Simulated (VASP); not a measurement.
# TiCo3 (Pm-3m) in VASP: notebook

Runs on TiCo3. Level: PBEsol. Tasks: single point.

Program: VASP 6.6.1. These are calculated values, not measurements. Logs are shortened: lines on timing, memory, paths and dates and some standing lists are left out, and cuts for length are marked.

### 1 The cell of the first run

It takes space group Pm-3m (No. 221, cubic). The conventional cell has a = 3.598 Å, b = 3.598 Å, c = 3.598 Å, α = 90.00°, β = 90.00°, γ = 90.00°. Within 3.4 Å of Ti (site symmetry m-3m) lie 12 Co at 2.54 Å. Within 3.4 Å of Co (site symmetry 4/mmm) lie 4 Ti at 2.54 Å and 8 Co at 2.54 Å.

### 2 Single point, PBEsol, collinear spin, ferromagnetic start (11.64 Å³/atom)

File INCAR:

```
ALGO = Fast
EDIFF = 1E-7
ENCUT = 520
GGA = PS
ISIF = 2
ISMEAR = 0
ISPIN = 2
LASPH = True
LCHARG = False
LMAXMIX = 4
LORBIT = 11
LREAL = False
LWAVE = False
MAGMOM = 0 0.3 0.3 0.3
NBANDS = 32
NELM = 150
PREC = Accurate
SIGMA = 0.1
```

File KPOINTS:

```
k-points
0
Gamma
  12 12 12
```

File POSCAR:

```
TiCo3
1.0
    3.5975934968      0.0000000000      0.0000000000
    0.0000000000      3.5975934968      0.0000000000
    0.0000000000      0.0000000000      3.5975934968
Ti Co
1 3
Direct
    0.0000000000      0.0000000000      0.0000000000
    0.0000000000      0.5000000000      0.5000000000
    0.5000000000      0.0000000000      0.5000000000
    0.5000000000      0.5000000000      0.0000000000
```

Potentials or basis: VASP PAW PBE potentials, release 64 (Ti_sv, Co).

On the command line:

```console
> cat potpaw_PBE.64/Ti_sv/POTCAR potpaw_PBE.64/Co/POTCAR > POTCAR
> mpirun -np 1 vasp_std > vasp.out
```

OUTCAR:

```text
EDIFF = 1E-7
   ENCUT = 520
   GGA = PS
   ISIF = 2
   ISMEAR = 0
   ISPIN = 2
   LASPH = True
   LORBIT = 11
   LREAL = False
   NELM = 150
   PREC = Accurate

 ion  position               nearest neighbor table
   1  0.000  0.000  0.000-   2 2.54   3 2.54   4 2.54   2 2.54   3 2.54   2 2.54   4 2.54   2 2.54
                             3 2.54   4 2.54   3 2.54   4 2.54
   2  0.000  0.500  0.500-   1 2.54   3 2.54   4 2.54   1 2.54   4 2.54   1 2.54   3 2.54   1 2.54
                             3 2.54   4 2.54   4 2.54   3 2.54
   3  0.500  0.000  0.500-   1 2.54   2 2.54   4 2.54   1 2.54   4 2.54   2 2.54   4 2.54   4 2.54
                             1 2.54   2 2.54   1 2.54   2 2.54
   4  0.500  0.500  0.000-   1 2.54   2 2.54   3 2.54   2 2.54   3 2.54   1 2.54   3 2.54   3 2.54
                             1 2.54   2 2.54   2 2.54   1 2.54

  LATTYP: Found a simple cubic cell.
 ALAT       =     3.5975934968

  Lattice vectors:

 A1 = (   3.5975934968,   0.0000000000,   0.0000000000)
 A2 = (   0.0000000000,   3.5975934968,   0.0000000000)
 A3 = (   0.0000000000,   0.0000000000,   3.5975934968)

Analysis of symmetry for initial positions (statically):
=====================================================================
 Subroutine PRICEL returns:
 Original cell was already a primitive cell.

 Routine SETGRP: Setting up the symmetry group for a
 simple cubic supercell.

 Subroutine GETGRP returns: Found 48 space group operations
 (whereof 48 operations were pure point group operations)
 out of a pool of 48 trial point group operations.

The static configuration has the point symmetry O_h .

Analysis of symmetry for dynamics (positions and initial velocities):
=====================================================================
 Subroutine PRICEL returns:
 Original cell was already a primitive cell.

 Routine SETGRP: Setting up the symmetry group for a
 simple cubic supercell.

 Subroutine GETGRP returns: Found 48 space group operations
 (whereof 48 operations were pure point group operations)
 out of a pool of 48 trial point group operations.

The dynamic configuration has the point symmetry O_h .

Analysis of structural, dynamic, and magnetic symmetry:
=====================================================================
 Subroutine PRICEL returns:
 Original cell was already a primitive cell.

 Routine SETGRP: Setting up the symmetry group for a
 simple cubic supercell.

 Subroutine GETGRP returns: Found 48 space group operations
 (whereof 48 operations were pure point group operations)
 out of a pool of 48 trial point group operations.

The overall configuration has the point symmetry O_h .

 Subroutine INISYM returns: Found 48 space group operations
 (whereof 48 operations are pure point group operations),
 and found     1 'primitive' translations

----------------------------------------------------------------------------------------

                                     Primitive cell

  volume of cell :      46.5625

  direct lattice vectors                    reciprocal lattice vectors
     3.597593497  0.000000000  0.000000000     0.277963589  0.000000000  0.000000000
     0.000000000  3.597593497  0.000000000     0.000000000  0.277963589  0.000000000
     0.000000000  0.000000000  3.597593497     0.000000000  0.000000000  0.277963589

  length of vectors
     3.597593497  3.597593497  3.597593497     0.277963589  0.277963589  0.277963589

  position of ions in fractional coordinates (direct lattice)
     0.000000000  0.000000000  0.000000000
     0.000000000  0.500000000  0.500000000
     0.500000000  0.000000000  0.500000000
     0.500000000  0.500000000  0.000000000

  ion indices of the primitive-cell ions
   primitive index   ion index
                 1           1
                 2           2
                 3           3
                 4           4

----------------------------------------------------------------------------------------

 KPOINTS: k-points

Automatic generation of k-mesh.
 Grid dimensions read from file:
[... 22 lines left out ...]
  0.000000  0.000000  0.000000      1.000000
  0.083333  0.000000  0.000000      6.000000
  0.166667  0.000000  0.000000      6.000000
  0.250000  0.000000  0.000000      6.000000
  0.333333  0.000000  0.000000      6.000000
  0.416667  0.000000  0.000000      6.000000
[... 16 lines left out ...]
  0.333333  0.333333  0.000000     12.000000
  0.416667  0.333333  0.000000     24.000000
 [... further k-points ...]
   k-points           NKPTS =     84   k-points in BZ     NKDIM =     84   number of bands    NBANDS=     32
   number of dos      NEDOS =    301   number of ions     NIONS =      4
   total plane-waves  NPLWV =  21952
   dimension x,y,z NGX =    28 NGY =   28 NGZ =   28
   dimension x,y,z NGXF=    56 NGYF=   56 NGZF=   56
   ions per type =               1   3
   NGX,Y,Z   is equivalent  to a cutoff of  12.94, 12.94, 12.94 a.u.
   NGXF,Y,Z  is equivalent  to a cutoff of  25.88, 25.88, 25.88 a.u.
 SYSTEM =  unknown system
   PREC   = accura    normal or accurate (medium, high low for compatibility)
   ISTART =      0    job   : 0-new  1-cont  2-samecut
   ICHARG =      2    charge: 1-file 2-atom 10-const
   ISPIN  =      2    spin polarized calculation?
   LNONCOLLINEAR =      F non collinear calculations
   LSORBIT =      F    spin-orbit coupling
   LASPH  =      T    aspherical Exc in radial PAW
   ENCUT  =  520.0 eV  38.22 Ry    6.18 a.u.   6.69  6.69  6.69*2*pi/ulx,y,z
   NELM   =    150;   NELMIN=  2; NELMDL= -5     # of ELM steps
   EDIFF  = 0.1E-06   stopping-criterion for ELM
   LREAL  =      F    real-space projection
   EDIFFG = 0.1E-05   stopping-criterion for IOM
   NSW    =      0    number of steps for IOM
   IBRION =     -1    ionic relax: 0-MD 1-quasi-New 2-CG
   NFREE  =      0    steps in history (QN), initial steepest desc. (CG)
   ISIF   =      2    stress and relaxation
   ISYM   =      2    0-nonsym 1-usesym 2-fastsym
   POTIM  = 0.5000    time-step for ionic-motion
   TEBEG  =    0.0;   TEEND  =   0.0 temperature during run
   PSTRESS=    0.0 pullay stress
   NELECT =      39.0000    total number of electrons
   NUPDOWN=      -1.0000    fix difference up-down
   EMIN   =  10.00;   EMAX   =-10.00  energy-range for DOS
   EFERMI =   0.00;   METHOD = LEGACY
   ISMEAR =     0;   SIGMA  =   0.10  broadening in eV -4-tet -1-fermi 0-gaus
   EFERMI_NEDOS =   21; number of points for ismear=-14 and -15
   IALGO  =     68    algorithm
   IMIX   =      4    mixing-type and parameters
     AMIX     =   0.40;   BMIX     =  1.00
     AMIX_MAG =   1.60;   BMIX_MAG =  1.00
  volume/ion in A,a.u.               =      11.64        78.55
  Fermi-wavevector in a.u.,A,eV,Ry     =   1.543184  2.916194 32.401128  2.381416
  Thomas-Fermi vector in A             =   2.648883
   LORBIT       =     11    0 simple, 1 ext, 2 COOP (PROOUT), +10 PAW based schemes
   GGA     = PS    functional components
   LHFCALC =     F    Hartree Fock is set to
   AEXX    =    0.0000 exact exchange contribution
   IVDW    =     0    specifies the selected vdW correction
   LEPSILON=     F    determine dielectric tensor
   LRPA    =     F    only Hartree local field effects (RPA)
 spin polarized calculation
 RMM-DIIS sequential band-by-band and
 Gauss-broadening in eV      SIGMA  =   0.10
  energy-cutoff  :      520.00
  volume of cell :       46.56
 maximum number of plane-waves:      1273
 NGX is ok and might be reduce to    28
   NGX = 13   NGY = 13   NGZ = 13

 number of electron      39.0000042 magnetization      -0.0026931

 number of electron      39.0000042 magnetization       0.0005455

 Free energy of the ion-electron system (eV)
  ---------------------------------------------------
  ext. energy  EPLUGINS =         0.00000000
  ---------------------------------------------------
  free energy    TOTEN  =       -32.60198886 eV

  energy without entropy =      -32.57065185  energy(sigma->0) =      -32.58632035

 E-fermi :   9.8258     XC(G=0): -13.3331

 val. band max:        9.8186935290   @ k =   0.5000   0.3333   0.0833
 cond. band min:       9.8269015478   @ k =   0.3333   0.0833   0.0833
 fundamental gap:      0.0082080188
 Fermi energy:         9.8258025877

 spin component 1

 k-point     1 :       0.0000    0.0000    0.0000
  band No.  band energies     occupation
      1     -46.4066      1.00000
      2     -22.7550      1.00000
      3     -22.7550      1.00000
      4     -22.7550      1.00000
      5       1.9362      1.00000
      6       5.6819      1.00000
[... 805 lines left out ...]
     30      22.0915      0.00000
     31      22.4636      0.00000

 [... further k-points ...]

 spin component 2

 k-point     1 :       0.0000    0.0000    0.0000
  band No.  band energies     occupation
      1     -46.4065      1.00000
      2     -22.7550      1.00000
      3     -22.7550      1.00000
      4     -22.7550      1.00000
      5       1.9363      1.00000
      6       5.6820      1.00000
[... 805 lines left out ...]
     30      22.0916      0.00000
     31      22.5498      0.00000

 [... further k-points ...]

 [bands above 31 left out]

------------------------ aborting loop because EDIFF is reached ----------------------------------------

  FORCE on cell =-STRESS in cart. coord.  units (eV):
  Direction    XX          YY          ZZ          XY          YZ          ZX
  --------------------------------------------------------------------------------------
  -------------------------------------------------------------------------------------
  Total       -3.7939247     -3.7939247     -3.7939247      0.0000000     -0.0000000     -0.0000000
  in kB     -130.5458348   -130.5458348   -130.5458348      0.0000000     -0.0000000     -0.0000000
  external PRESSURE =    -130.5458348 kB  Pullay stress =       0.0000000 kB

 VOLUME and BASIS-vectors are now :
 -----------------------------------------------------------------------------
  energy-cutoff  :      520.00
  volume of cell :       46.56
      direct lattice vectors                 reciprocal lattice vectors
     3.597593497  0.000000000  0.000000000     0.277963589  0.000000000  0.000000000
     0.000000000  3.597593497  0.000000000     0.000000000  0.277963589  0.000000000
     0.000000000  0.000000000  3.597593497     0.000000000  0.000000000  0.277963589

 POSITION                                       TOTAL-FORCE (eV/Angst)
 -----------------------------------------------------------------------------------
      0.00000      0.00000      0.00000         0.000000      0.000000      0.000000
      0.00000      1.79880      1.79880         0.000000      0.000000      0.000000
      1.79880      0.00000      1.79880         0.000000      0.000000      0.000000
      1.79880      1.79880      0.00000         0.000000      0.000000      0.000000
 -----------------------------------------------------------------------------------
    total drift:                                0.000000      0.000000      0.000000

  FREE ENERGIE OF THE ION-ELECTRON SYSTEM (eV)
  ---------------------------------------------------
  free  energy   TOTEN  =       -32.6019888598 eV

  energy  without entropy=      -32.5706518495  energy(sigma->0) =      -32.58632035

 total charge

# of ion       s       p       d       tot
------------------------------------------
    1        2.265   6.192   1.927  10.383
    2        0.503   0.500   7.316   8.320
    3        0.503   0.500   7.316   8.320
    4        0.503   0.500   7.316   8.320
--------------------------------------------------
tot          3.775   7.692  23.875  35.342

 magnetization (x)

# of ion       s       p       d       tot
------------------------------------------
    1        0.000  -0.000  -0.000  -0.000
    2        0.000   0.000   0.000   0.000
    3        0.000   0.000   0.000   0.000
    4        0.000   0.000   0.000   0.000
--------------------------------------------------
tot          0.000   0.000   0.001   0.001
```

It took 15 min on 1 thread of Intel Xeon 6975P-C (Granite Rapids), shared host; peak memory 0.31 GiB.

Results:

```yaml
Free_energy: -32.6020 eV
Pressure: -13.1 GPa
Net_moment: 0.00 μB per cell
Valence_electrons_inside_the_program's_atomic_spheres: Ti 10.38; Co 8.32
```

Caveat: the cell stands under tension; the PAW data sets were made with another functional, which shifts forces and pressure a little.

### 3 Single point, PBEsol, collinear spin, ferromagnetic start (12.08 Å³/atom)

This run uses another cell than the first one, of 12.08 Å³/atom.

File INCAR:

```
SYSTEM = TiCo3
  PREC = Accurate
  ENCUT = 520
  EDIFF = 1E-6
  ISMEAR = 0
  SIGMA = 0.1
  LREAL = .False.
  LASPH = .True.
  NELM = 150
  ALGO = Normal
  ISIF = 2
  LWAVE = .False.
  LCHARG = .False.
  ISPIN = 2
  MAGMOM = 0 0.3 0.3 0.3
  LORBIT = 11
  LMAXMIX = 4
  GGA = PS
  NBANDS = 32
```

File KPOINTS:

```
Automatic mesh
0
Gamma
  12 12 12
  0 0 0
```

File POSCAR:

```
TiCo3
1.0
    3.6422886693      0.0000000000      0.0000000000
    0.0000000000      3.6422886693      0.0000000000
    0.0000000000      0.0000000000      3.6422886693
Ti Co
1 3
Direct
    0.0000000000      0.0000000000      0.0000000000
    0.0000000000      0.5000000000      0.5000000000
    0.5000000000      0.0000000000      0.5000000000
    0.5000000000      0.5000000000      0.0000000000
```

Potentials or basis: VASP PAW PBE potentials, release 64 (Ti_sv, Co).

On the command line:

```console
> cat potpaw_PBE.64/Ti_sv/POTCAR potpaw_PBE.64/Co/POTCAR > POTCAR
> mpirun -np 1 vasp_std > vasp.out
```

It took 3.1 min on 1 thread of Intel Xeon 6975P-C (Granite Rapids), shared host; peak memory 0.31 GiB.

Results (log left out):

| Item | Value |
| --- | --- |
| Free energy | -32.4245 eV |
| Pressure | -19.1 GPa |
| Net moment | 0.00 μB per cell |
| Valence electrons inside the program's atomic spheres | Ti 10.32; Co 8.25 |

Levels at points of the mesh, in eV from the Fermi level:
Spin up:
```tsv
k point	band 18	band 19	band 20	band 21	band 22	band 23
(0.00, 0.00, 0.00)	0.64	0.64	0.64	2.38	2.38	3.18
(0.50, 0.00, 0.00)	-0.50	-0.43	0.10	0.64	1.16	1.16
(0.50, 0.50, 0.00)	-0.70	-0.70	-0.32	-0.31	1.63	1.63
(0.50, 0.50, 0.50)	0.45	0.45	0.45	0.75	0.75	0.75
```
Spin down:
```csv
k point,band 16,band 17,band 18,band 19,band 20,band 21,band 22,band 23,band 24,band 25
"(0.00, 0.00, 0.00)",-0.04,0.43,0.64,0.64,0.64,2.38,2.38,3.18,3.18,3.18
"(0.50, 0.00, 0.00)",-0.63,-0.50,-0.50,-0.43,0.10,0.64,1.16,1.16,1.83,2.32
"(0.50, 0.50, 0.00)",-1.10,-0.78,-0.70,-0.70,-0.32,-0.31,1.63,1.63,1.98,1.98
"(0.50, 0.50, 0.50)",-0.84,0.08,0.45,0.45,0.45,0.75,0.75,0.75,2.03,2.03
```

Caveat: the cell stands under tension; the PAW data sets were made with another functional, which shifts forces and pressure a little.
